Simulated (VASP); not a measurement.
# BAs (F-43m) in VASP: a series of runs, part 3 of 3

VASP 6.6.1. The steps go on from the part before.

### 5 Electric field gradients, LDA (volume scaled by 1.01)

Input file INCAR:

```
SYSTEM = BAs
PREC = Accurate ; ENCUT = 520
EDIFF = 1E-8 ; ISMEAR = -1
SIGMA = 0.03 ; LREAL = .False.
LASPH = .True. ; NELM = 60
ALGO = Normal ; ISIF = 2
LWAVE = .False. ; LCHARG = .False.
LEFG = .True. ; NBANDS = 11
```

Input file KPOINTS:

```
Automatic mesh
0
Gamma
  15 15 15
  0 0 0
```

Input file POSCAR:

```
BAs
1.0
    0.0000000000      2.3964352742      2.3964352742
    2.3964352742      0.0000000000      2.3964352742
    2.3964352742      2.3964352742      0.0000000000
B As
1 1
Direct
    0.0000000000      0.0000000000      0.0000000000
    0.7500000000      0.7500000000      0.7500000000
```

Potentials or basis: VASP PAW LDA potentials, release 64 (B, As).

Started as:

```console
> cat potpaw_LDA.64/B/POTCAR potpaw_LDA.64/As/POTCAR > POTCAR
> mpirun -np 1 vasp_std > vasp.out
```

OUTCAR:

```text
SYSTEM = BAs
   PREC = Accurate
   ENCUT = 520
   EDIFF = 1E-8
   ISMEAR = -1
   LREAL = .False.
   LASPH = .True.
   NELM = 60
   ISIF = 2

 ion  position               nearest neighbor table
   1  0.000  0.000  0.000-   2 2.08   2 2.08   2 2.08   2 2.08
   2  0.750  0.750  0.750-   1 2.08   1 2.08   1 2.08   1 2.08

  LATTYP: Found a face centered cubic cell.
 ALAT       =     4.7928705484

  Lattice vectors:

 A1 = (   0.0000000000,   2.3964352742,   2.3964352742)
 A2 = (   2.3964352742,   0.0000000000,   2.3964352742)
 A3 = (   2.3964352742,   2.3964352742,   0.0000000000)

Analysis of symmetry for initial positions (statically):
=====================================================================
 Subroutine PRICEL returns:
 Original cell was already a primitive cell.

 Routine SETGRP: Setting up the symmetry group for a
 face centered cubic supercell.

 Subroutine GETGRP returns: Found 24 space group operations
 (whereof 24 operations were pure point group operations)
 out of a pool of 48 trial point group operations.

The static configuration has the point symmetry T_d .

Analysis of symmetry for dynamics (positions and initial velocities):
=====================================================================
 Subroutine PRICEL returns:
 Original cell was already a primitive cell.

 Routine SETGRP: Setting up the symmetry group for a
 face centered cubic supercell.

 Subroutine GETGRP returns: Found 24 space group operations
 (whereof 24 operations were pure point group operations)
 out of a pool of 48 trial point group operations.

The dynamic configuration has the point symmetry T_d .

 Subroutine INISYM returns: Found 24 space group operations
 (whereof 24 operations are pure point group operations),
 and found     1 'primitive' translations

----------------------------------------------------------------------------------------

                                     Primitive cell

  volume of cell :      27.5250

  direct lattice vectors                    reciprocal lattice vectors
     0.000000000  2.396435274  2.396435274    -0.208643232  0.208643232  0.208643232
     2.396435274  0.000000000  2.396435274     0.208643232 -0.208643232  0.208643232
     2.396435274  2.396435274  0.000000000     0.208643232  0.208643232 -0.208643232

  length of vectors
     3.389071266  3.389071266  3.389071266     0.361380678  0.361380678  0.361380678

  position of ions in fractional coordinates (direct lattice)
     0.000000000  0.000000000  0.000000000
     0.750000000  0.750000000  0.750000000

  ion indices of the primitive-cell ions
   primitive index   ion index
                 1           1
                 2           2

----------------------------------------------------------------------------------------

 KPOINTS: Automatic mesh

Automatic generation of k-mesh.
 Grid dimensions read from file:
 generate k-points for:   15   15   15

 Generating k-lattice:
[... 72 lines left out ...]
   PSTRESS=    0.0 pullay stress
   NELECT =       8.0000    total number of electrons
   NUPDOWN=      -1.0000    fix difference up-down
   EMIN   =  10.00;   EMAX   =-10.00  energy-range for DOS
   EFERMI =   0.00;   METHOD = LEGACY
   ISMEAR =    -1;   SIGMA  =   0.03  broadening in eV -4-tet -1-fermi 0-gaus
   EFERMI_NEDOS =   21; number of points for ismear=-14 and -15
   IALGO  =     38    algorithm
   IMIX   =      4    mixing-type and parameters
     AMIX     =   0.40;   BMIX     =  1.00
     AMIX_MAG =   1.60;   BMIX_MAG =  1.00
  volume/ion in A,a.u.               =      13.76        92.87
  Fermi-wavevector in a.u.,A,eV,Ry     =   1.084416  2.049249 15.999872  1.175957
  Thomas-Fermi vector in A             =   2.220505
   LORBIT       =      0    0 simple, 1 ext, 2 COOP (PROOUT), +10 PAW based schemes
   GGA     = CA    functional components
   LHFCALC =     F    Hartree Fock is set to
   AEXX    =    0.0000 exact exchange contribution
   IVDW    =     0    specifies the selected vdW correction
   LEPSILON=     F    determine dielectric tensor
   LRPA    =     F    only Hartree local field effects (RPA)
 non-spin polarized calculation
  energy-cutoff  :      520.00
  volume of cell :       27.52
 maximum number of plane-waves:       754
 NGX is ok and might be reduce to    28
   NGX = 13   NGY = 13   NGZ = 13

 number of electron       8.0000000 magnetization

 Free energy of the ion-electron system (eV)
  ---------------------------------------------------
  ext. energy  EPLUGINS =         0.00000000
  ---------------------------------------------------
  free energy    TOTEN  =       -12.91497091 eV

  energy without entropy =      -12.91497091  energy(sigma->0) =      -12.91497091

 E-fermi :   6.5891     XC(G=0): -10.7427

 val. band max:        6.0448696855   @ k =   0.0000   0.0000   0.0000
 cond. band min:       7.1757833061   @ k =   0.4000   0.4000   0.0000
 fundamental gap:      1.1309136205
 Fermi energy:         6.5890905724

 k-point     1 :       0.0000    0.0000    0.0000
  band No.  band energies     occupation
      1      -9.2419      2.00000
      2       6.0449      2.00000
      3       6.0449      2.00000
      4       6.0449      2.00000
      5       9.2815      0.00000
      6       9.2815      0.00000
      7       9.2815      0.00000
      8      10.6109      0.00000
      9      15.3520      0.00000
     10      19.0365      0.00000
     11      19.0365      0.00000
[... 309 lines left out ...]
 k-point    24 :       0.2000    0.1333    0.0000
  band No.  band energies     occupation
      1      -8.5977      2.00000
      2       3.2499      2.00000
      3       4.3711      2.00000
      4       4.5833      2.00000
      5       8.5005      0.00000
      6      11.0639      0.00000
      7      11.5549      0.00000
      8      12.0681      0.00000
      9      15.7913      0.00000
     10      17.6053      0.00000
     11      19.2469      0.00000

 [... further k-points ...]
[... 5 lines left out ...]
  --------------------------------------------------------------------------------------
  -------------------------------------------------------------------------------------
  Total       -0.7555075     -0.7555075     -0.7555075     -0.0000000     -0.0000000      0.0000000
  in kB      -43.9766632    -43.9766632    -43.9766632     -0.0000000     -0.0000000      0.0000000
  external PRESSURE =     -43.9766632 kB  Pullay stress =       0.0000000 kB

 VOLUME and BASIS-vectors are now :
 -----------------------------------------------------------------------------
  energy-cutoff  :      520.00
  volume of cell :       27.52
      direct lattice vectors                 reciprocal lattice vectors
     0.000000000  2.396435274  2.396435274    -0.208643232  0.208643232  0.208643232
     2.396435274  0.000000000  2.396435274     0.208643232 -0.208643232  0.208643232
     2.396435274  2.396435274  0.000000000     0.208643232  0.208643232 -0.208643232

 POSITION                                       TOTAL-FORCE (eV/Angst)
 -----------------------------------------------------------------------------------
      0.00000      0.00000      0.00000        -0.000000     -0.000000     -0.000000
      3.59465      3.59465      3.59465         0.000000      0.000000      0.000000
 -----------------------------------------------------------------------------------
    total drift:                                0.000000      0.000000      0.000000

  FREE ENERGIE OF THE ION-ELECTRON SYSTEM (eV)
  ---------------------------------------------------
  free  energy   TOTEN  =       -12.9149709123 eV

  energy  without entropy=      -12.9149709123  energy(sigma->0) =      -12.91497091

 Electric field gradients (V/A^2)
---------------------------------------------------------------------
 ion       V_xx      V_yy      V_zz      V_xy      V_xz      V_yz
---------------------------------------------------------------------
   1      -0.000     0.000    -0.000     0.000     0.000     0.000
   2      -0.000    -0.000    -0.000     0.000     0.000     0.000
---------------------------------------------------------------------

 Electric field gradients after diagonalization (V/A^2)
 (convention: |V_zz| > |V_xx| > |V_yy|)
----------------------------------------------------------------------
 ion       V_xx      V_yy      V_zz     asymmetry (V_yy - V_xx)/ V_zz
----------------------------------------------------------------------
   1      -0.000    -0.000     0.000       0.000
   2      -0.000    -0.000     0.000       0.000
----------------------------------------------------------------------

           NMR quadrupolar parameters

 Cq : quadrupolar parameter    Cq=e*Q*V_zz/h
 eta: asymmetry parameters     (V_yy - V_xx)/ V_zz
 Q  : nuclear electric quadrupole moment in mb (millibarn)
----------------------------------------------------------------------
 ion       Cq(MHz)       eta       Q (mb)
----------------------------------------------------------------------
   1       0.000       0.000       1.000
   2       0.000       0.000       1.000
----------------------------------------------------------------------
```

It took 19 s on 1 thread of Intel Xeon 6975P-C (Granite Rapids), shared host; peak memory 0.16 GiB.

What came out:

* Free energy: -12.9150 eV
* Pressure: -4.4 GPa
* Band gap on the k mesh: 1.13 eV, indirect (least direct gap 3.24 eV)

Caveat: without QUAD_EFG the Cq values of the log hold for a quadrupole moment of 1 mb, not for the nuclei.

### 6 Electric field gradients, LDA (volume scaled by 1.01)

Input file INCAR:

```
PREC     = Accurate       # precision mode
ENCUT    = 520            # plane-wave cutoff, eV
EDIFF    = 1E-8           # SCF threshold, eV
ISMEAR   = -1             # smearing method
SIGMA    = 0.03           # smearing width, eV
LREAL    = False          # projectors in reciprocal space
LASPH    = True           # aspherical terms in the spheres
NELM     = 100            # most SCF steps
ALGO     = Normal         # electronic algorithm
ISIF     = 2              # what is computed and relaxed
LWAVE    = False          # write WAVECAR
LCHARG   = False          # write CHGCAR
LEFG     = True         
NBANDS   = 11             # bands
```

Input file KPOINTS:

```
Automatic mesh
0
Gamma
  15 15 15
```

POSCAR is that of step 5.

Potentials or basis: VASP PAW LDA potentials, release 64 (B, As).

Started as:

```console
> cat potpaw_LDA.64/B/POTCAR potpaw_LDA.64/As/POTCAR > POTCAR
> mpirun -np 1 vasp_std > vasp.out
```

OUTCAR:

```text
PREC = Accurate
   ENCUT = 520
   EDIFF = 1E-8
   ISMEAR = -1
   LREAL = False
   LASPH = True
   NELM = 100
   ISIF = 2

 ion  position               nearest neighbor table
   1  0.000  0.000  0.000-   2 2.08   2 2.08   2 2.08   2 2.08
   2  0.750  0.750  0.750-   1 2.08   1 2.08   1 2.08   1 2.08

  LATTYP: Found a face centered cubic cell.
 ALAT       =     4.7928705484

  Lattice vectors:

 A1 = (   0.0000000000,   2.3964352742,   2.3964352742)
 A2 = (   2.3964352742,   0.0000000000,   2.3964352742)
 A3 = (   2.3964352742,   2.3964352742,   0.0000000000)

Analysis of symmetry for initial positions (statically):
=====================================================================
 Subroutine PRICEL returns:
 Original cell was already a primitive cell.

 Routine SETGRP: Setting up the symmetry group for a
 face centered cubic supercell.

 Subroutine GETGRP returns: Found 24 space group operations
 (whereof 24 operations were pure point group operations)
 out of a pool of 48 trial point group operations.

The static configuration has the point symmetry T_d .

Analysis of symmetry for dynamics (positions and initial velocities):
=====================================================================
 Subroutine PRICEL returns:
 Original cell was already a primitive cell.

 Routine SETGRP: Setting up the symmetry group for a
 face centered cubic supercell.

 Subroutine GETGRP returns: Found 24 space group operations
 (whereof 24 operations were pure point group operations)
 out of a pool of 48 trial point group operations.

The dynamic configuration has the point symmetry T_d .

 Subroutine INISYM returns: Found 24 space group operations
 (whereof 24 operations are pure point group operations),
 and found     1 'primitive' translations

----------------------------------------------------------------------------------------

                                     Primitive cell

  volume of cell :      27.5250

  direct lattice vectors                    reciprocal lattice vectors
     0.000000000  2.396435274  2.396435274    -0.208643232  0.208643232  0.208643232
     2.396435274  0.000000000  2.396435274     0.208643232 -0.208643232  0.208643232
     2.396435274  2.396435274  0.000000000     0.208643232  0.208643232 -0.208643232

  length of vectors
     3.389071266  3.389071266  3.389071266     0.361380678  0.361380678  0.361380678

  position of ions in fractional coordinates (direct lattice)
     0.000000000  0.000000000  0.000000000
     0.750000000  0.750000000  0.750000000

  ion indices of the primitive-cell ions
   primitive index   ion index
                 1           1
                 2           2

----------------------------------------------------------------------------------------

 KPOINTS: Automatic mesh

Automatic generation of k-mesh.
 Grid dimensions read from file:
 generate k-points for:   15   15   15

 Generating k-lattice:
[... 71 lines left out ...]
   TEBEG  =    0.0;   TEEND  =   0.0 temperature during run
   PSTRESS=    0.0 pullay stress
   NELECT =       8.0000    total number of electrons
   NUPDOWN=      -1.0000    fix difference up-down
   EMIN   =  10.00;   EMAX   =-10.00  energy-range for DOS
   EFERMI =   0.00;   METHOD = LEGACY
   ISMEAR =    -1;   SIGMA  =   0.03  broadening in eV -4-tet -1-fermi 0-gaus
   EFERMI_NEDOS =   21; number of points for ismear=-14 and -15
   IALGO  =     38    algorithm
   IMIX   =      4    mixing-type and parameters
     AMIX     =   0.40;   BMIX     =  1.00
     AMIX_MAG =   1.60;   BMIX_MAG =  1.00
  volume/ion in A,a.u.               =      13.76        92.87
  Fermi-wavevector in a.u.,A,eV,Ry     =   1.084416  2.049249 15.999872  1.175957
  Thomas-Fermi vector in A             =   2.220505
   LORBIT       =      0    0 simple, 1 ext, 2 COOP (PROOUT), +10 PAW based schemes
   GGA     = CA    functional components
   LHFCALC =     F    Hartree Fock is set to
   AEXX    =    0.0000 exact exchange contribution
   IVDW    =     0    specifies the selected vdW correction
   LEPSILON=     F    determine dielectric tensor
   LRPA    =     F    only Hartree local field effects (RPA)
 non-spin polarized calculation
  energy-cutoff  :      520.00
  volume of cell :       27.52
 maximum number of plane-waves:       754
 NGX is ok and might be reduce to    28
   NGX = 13   NGY = 13   NGZ = 13

 number of electron       8.0000000 magnetization

 Free energy of the ion-electron system (eV)
  ---------------------------------------------------
  ext. energy  EPLUGINS =         0.00000000
  ---------------------------------------------------
  free energy    TOTEN  =       -12.91497091 eV

  energy without entropy =      -12.91497091  energy(sigma->0) =      -12.91497091

 E-fermi :   6.5891     XC(G=0): -10.7427

 val. band max:        6.0448696855   @ k =   0.0000   0.0000   0.0000
 cond. band min:       7.1757833061   @ k =   0.4000   0.4000   0.0000
 fundamental gap:      1.1309136205
 Fermi energy:         6.5890905724

 k-point     1 :       0.0000    0.0000    0.0000
  band No.  band energies     occupation
      1      -9.2419      2.00000
      2       6.0449      2.00000
      3       6.0449      2.00000
      4       6.0449      2.00000
      5       9.2815      0.00000
      6       9.2815      0.00000
      7       9.2815      0.00000
      8      10.6109      0.00000
      9      15.3520      0.00000
     10      19.0365      0.00000
     11      19.0365      0.00000
[... 309 lines left out ...]
 k-point    24 :       0.2000    0.1333    0.0000
  band No.  band energies     occupation
      1      -8.5977      2.00000
      2       3.2499      2.00000
      3       4.3711      2.00000
      4       4.5833      2.00000
      5       8.5005      0.00000
      6      11.0639      0.00000
      7      11.5549      0.00000
      8      12.0681      0.00000
      9      15.7913      0.00000
     10      17.6053      0.00000
     11      19.2469      0.00000

 [... further k-points ...]
[... 5 lines left out ...]
  --------------------------------------------------------------------------------------
  -------------------------------------------------------------------------------------
  Total       -0.7555075     -0.7555075     -0.7555075     -0.0000000     -0.0000000      0.0000000
  in kB      -43.9766632    -43.9766632    -43.9766632     -0.0000000     -0.0000000      0.0000000
  external PRESSURE =     -43.9766632 kB  Pullay stress =       0.0000000 kB

 VOLUME and BASIS-vectors are now :
 -----------------------------------------------------------------------------
  energy-cutoff  :      520.00
  volume of cell :       27.52
      direct lattice vectors                 reciprocal lattice vectors
     0.000000000  2.396435274  2.396435274    -0.208643232  0.208643232  0.208643232
     2.396435274  0.000000000  2.396435274     0.208643232 -0.208643232  0.208643232
     2.396435274  2.396435274  0.000000000     0.208643232  0.208643232 -0.208643232

 POSITION                                       TOTAL-FORCE (eV/Angst)
 -----------------------------------------------------------------------------------
      0.00000      0.00000      0.00000        -0.000000     -0.000000     -0.000000
      3.59465      3.59465      3.59465         0.000000      0.000000      0.000000
 -----------------------------------------------------------------------------------
    total drift:                                0.000000      0.000000      0.000000

  FREE ENERGIE OF THE ION-ELECTRON SYSTEM (eV)
  ---------------------------------------------------
  free  energy   TOTEN  =       -12.9149709123 eV

  energy  without entropy=      -12.9149709123  energy(sigma->0) =      -12.91497091

 Electric field gradients (V/A^2)
---------------------------------------------------------------------
 ion       V_xx      V_yy      V_zz      V_xy      V_xz      V_yz
---------------------------------------------------------------------
   1      -0.000     0.000    -0.000     0.000     0.000     0.000
   2      -0.000    -0.000    -0.000     0.000     0.000     0.000
---------------------------------------------------------------------

 Electric field gradients after diagonalization (V/A^2)
 (convention: |V_zz| > |V_xx| > |V_yy|)
----------------------------------------------------------------------
 ion       V_xx      V_yy      V_zz     asymmetry (V_yy - V_xx)/ V_zz
----------------------------------------------------------------------
   1      -0.000    -0.000     0.000       0.000
   2      -0.000    -0.000     0.000       0.000
----------------------------------------------------------------------

           NMR quadrupolar parameters

 Cq : quadrupolar parameter    Cq=e*Q*V_zz/h
 eta: asymmetry parameters     (V_yy - V_xx)/ V_zz
 Q  : nuclear electric quadrupole moment in mb (millibarn)
----------------------------------------------------------------------
 ion       Cq(MHz)       eta       Q (mb)
----------------------------------------------------------------------
   1       0.000       0.000       1.000
   2       0.000       0.000       1.000
----------------------------------------------------------------------
```

It took 22 s on 1 thread of Intel Xeon 6975P-C (Granite Rapids), shared host; peak memory 0.16 GiB.

What came out:

```yaml
Free_energy: -12.9150 eV
Pressure: -4.4 GPa
Band_gap_on_the_k_mesh: 1.13 eV, indirect (least direct gap 3.24 eV)
```

Caveat: without QUAD_EFG the Cq values of the log hold for a quadrupole moment of 1 mb, not for the nuclei. A k mesh can miss the band edges.

### 7 Overview

```tsv
cell	gap on the mesh (eV)	pressure (GPa)
a = 3.367 Å, angles 60.0°, 2 atoms	1.11	-1.7
a = 3.378 Å, angles 60.0°, 2 atoms	1.12	-3.1
a = 3.389 Å, angles 60.0°, 2 atoms	1.13	-4.4
```

Alike in all rows: task electric field gradients; level LDA; potentials or basis VASP PAW LDA potentials, release 64 (B, As); no spin polarisation; k mesh 15 × 15 × 15; cutoff (eV) 520; smearing fermi-dirac 0.03 eV.

Total energies depend on the potentials used, so only differences within one code and one set of settings carry meaning.
